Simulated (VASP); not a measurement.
Crystal: MoS2.

```
CELL_PARAMETERS angstrom
3.16900 0.00000 0.00000
-1.58450 2.74443 0.00000
0.00000 0.00000 12.32400
ATOMIC_POSITIONS crystal
Mo 0.33333 0.66667 0.25000
Mo 0.66667 0.33333 0.75000
S 0.33333 0.66667 0.62327
S 0.66667 0.33333 0.12327
S 0.33333 0.66667 0.87673
S 0.66667 0.33333 0.37673
```

Base run:

```yaml
Program: VASP 6.6.1
Functional: r2SCAN
Potentials_or_basis: VASP PAW PBE potentials, release 64 (Mo_sv, S)
Cutoff: 520 eV
k_mesh: 11 × 11 × 3
Occupations: fermi-dirac, width 0.02 eV
Spin: collinear spin
Starting_moments: "[2.0, 2.0, 0.0, 0.0, 0.0, 0.0] μB"
```

Its results: band gap on the k mesh 0.99 eV (least direct gap 1.93 eV); pressure 1.1 GPa; net moment 0.00 μB per cell; largest force 0.171 eV/Å.

**Question.** The run is repeated on the same cell with these changes: functional from r2SCAN to LDA; potentials or basis from VASP PAW PBE potentials, release 64 (Mo_sv, S) to VASP PAW LDA potentials, release 64 (Mo_sv, S); cutoff from 520 eV to 400 eV. What comes out?

**Answer.** Band gap on the k mesh 0.81 eV (least direct gap 1.82 eV); pressure -5.4 GPa; net moment 0.00 μB per cell; largest force 0.401 eV/Å.

Caveats: an odd mesh through Γ misses points on the zone boundary, where band edges can lie; the PAW data sets were made with another functional, which shifts forces and pressure a little (at least some runs); the cell stands under tension (at least some runs).
